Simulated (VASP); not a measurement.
Runs of VASP 6.6.1 on TePb. Symmetry: Fm-3m, No. 225, cubic system. The conventional cell has a = 6.462 Å, b = 6.462 Å, c = 6.462 Å, α = 90.00°, β = 90.00°, γ = 90.00°. Within 4.3 Å of Te (site symmetry m-3m) lie 6 Pb at 3.23 Å. Within 4.3 Å of Pb (site symmetry m-3m) lie 6 Te at 3.23 Å. 

| level | potentials or basis | pressure (GPa) |
| --- | --- | --- |
| revPBE | VASP PAW PBE potentials, release 64 (Te, Pb_d) | 3.2 |
| LDA | VASP PAW LDA potentials, release 64 (Te, Pb_d) | (a) |
| PBEsol | VASP PAW PBE potentials, release 64 (Te, Pb_d) | (b) |
| PBE | VASP PAW PBE potentials, release 64 (Te, Pb_d) | 2.1 |
| BLYP | VASP PAW PBE potentials, release 64 (Te, Pb_d) | 5.5 |

Alike in all rows: task single point; no spin polarisation; cell as given; k mesh 5 × 5 × 5; cutoff (eV) 520; smearing gaussian 0.01 eV.

Estimate the missing entries.

(a) -1.7; (b) -0.4.

Caveats: the PAW data sets were made with another functional, which shifts forces and pressure a little (some runs).
